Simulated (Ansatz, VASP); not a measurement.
**Two plane-wave programs on WS2**

```
CELL_PARAMETERS angstrom
2.97010 0.17195 0.17195
-1.33613 2.48620 0.06294
1.28384 1.28384 22.17545
ATOMIC_POSITIONS crystal
W 0.33333 0.66667 0.63028
W 0.66667 0.33333 0.36972
S 0.33333 0.66667 0.30289
S 0.66667 0.33333 0.56333
S 0.33333 0.66667 0.43667
S 0.66667 0.33333 0.69711
```

Change from the starting cell: equal engineering shear yz, xz and xy +0.1100, equal normal strain along x, y and z -0.0500.

Alike in both runs: task single point; functional LDA; k mesh 12 × 12 × 2; occupations gaussian, width 0.05 eV; no spin polarisation.

|  | VASP | Ansatz |
| --- | --- | --- |
| version | VASP 6.6.1 | Ansatz 0.2.0 |
| potentials or method | VASP PAW LDA potentials, release 64 (W_sv, S), cutoff 520 eV | scalar-relativistic, plane waves, PAW |
| valence electrons in the cell | 52 | 52 |

```csv
,VASP,Ansatz,Ansatz less VASP
gap on the k mesh at the Fermi level (eV),0.97,0.96,-0.014
least direct gap on the mesh (eV),1.36,1.35,-0.008
rms of the force components (eV/Å),2.890,2.873,-0.0170
```

Ansatz warns that its potentials were made for another functional, while VASP's fit it. LDA's correlation is that of Perdew and Zunger in VASP and of Perdew and Wang (1992) in Ansatz. Atom by atom the forces differ by 0.022 eV/Å (rms over components).

Neither program's run includes spin-orbit coupling.
